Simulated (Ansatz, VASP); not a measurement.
**Yb in VASP and in Ansatz**

Contents of INCAR:

```
SYSTEM = Yb
  ALGO = Fast
  EDIFF = 1E-6
  ENCUT = 520
  GGA = PE
  ISIF = 2
  ISMEAR = 0
  LASPH = .TRUE.
  LCHARG = .FALSE.
  LREAL = .FALSE.
  LWAVE = .FALSE.
  NBANDS = 18
  NELM = 80
  PREC = Accurate
  SIGMA = 0.15
```

The input KPOINTS:

```
k-points
0
G
  16 16 16
  0 0 0
```

Contents of POSCAR:

```
Yb
1.0
    0.0000000000      2.4472107890      2.8558949907
    2.4472107890      0.0000000000      2.8558949907
    2.4472107890      2.4472107890      0.0000000000
Yb
1
Direct
    0.0000000000      0.0000000000      0.0000000000
```

Input for Ansatz:

```yaml
crystal:
  lattice:
    - [0.0, 2.447210789, 2.8558949907]
    - [2.447210789, 0.0, 2.8558949907]
    - [2.447210789, 2.447210789, 0.0]
  atoms:
    - { symbol: Yb, position: [0.0, 0.0, 0.0] }
basis:
  ecutwfc: 420
kpoints:
  mp_grid: { grid: [16, 16, 16] }
hamiltonian:
  xc: pbe
scf:
  occupations: { method: gaussian, width: 0.15 }
output:
  forces: true
  stress: true
  eigenvalues: true
```

Alike in both runs: task single point; functional PBE; k mesh 16 × 16 × 16; occupations gaussian, width 0.15 eV; no spin polarisation.

```csv
,VASP,Ansatz
version,VASP 6.6.1,Ansatz 0.2.0
potentials or method,"VASP PAW PBE potentials, release 64 (Yb), cutoff 520 eV","scalar-relativistic, plane waves, PAW"
valence electrons in the cell,24,24
```

VASP gave:

| Property | Result |
| --- | --- |
| gap on the k mesh at the Fermi level (eV) | none |
| pressure (GPa) | 0.3 |
| traceless stress, the component that is largest in VASP (GPa) | -1.94 |

What did Ansatz give for the same quantities?

gap on the k mesh at the Fermi level (eV): none; pressure (GPa): 0.7; traceless stress, the component that is largest in VASP (GPa): -1.94.

A gap of «none» marks a metal or a gap that the smearing closes. The functional is the same, so the differences come from potentials, cutoffs and numerics.

Spin-orbit coupling is off throughout.
